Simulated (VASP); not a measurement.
## La: single point with PBEsol

Crystal: La.

```
CELL_PARAMETERS angstrom
3.61056 0.00000 0.00000
-1.80528 3.12684 0.00000
0.00000 0.00000 5.89829
ATOMIC_POSITIONS crystal
La 0.33333 0.66667 0.25000
La 0.66667 0.33333 0.75000
```

```json
{
  "Program": "VASP 6.6.1",
  "Task": "single point",
  "Functional": "PBEsol",
  "Potentials or basis": "VASP PAW PBE potentials, release 64 (La)",
  "Cutoff": "520 eV",
  "k mesh": "11 × 11 × 6",
  "Occupations": "fermi-dirac, width 0.1 eV",
  "Spin": "no spin polarisation",
  "Dipole correction": "no",
  "Further INCAR settings": "ALGO = Normal; EDIFF = 1e-06; NBANDS = 18"
}
```

```
Pressure               : 1.1 GPa
Band gap on the k mesh : zero (bands 11 and 12 overlap by 1.64 eV)
```

Levels at points of the mesh, in eV from the Fermi level:
```tsv
k point	band 9	band 10	band 11	band 12	band 13	band 14
(0.00, 0.00, 0.00)	-3.13	-1.90	1.10	1.41	1.41	1.70
(0.00, 0.00, 0.50)	-1.77	-1.77	0.69	0.69	1.47	1.47
```

Run time: 82 s on 1 thread of Intel(R) Xeon(R) Platinum 8488C (Sapphire Rapids) (shared host), peak memory 0.23 GiB.

Caveat: the PAW data sets were made with another functional, which shifts forces and pressure a little; spin-orbit coupling is left out, which moves the levels of the heavy elements.
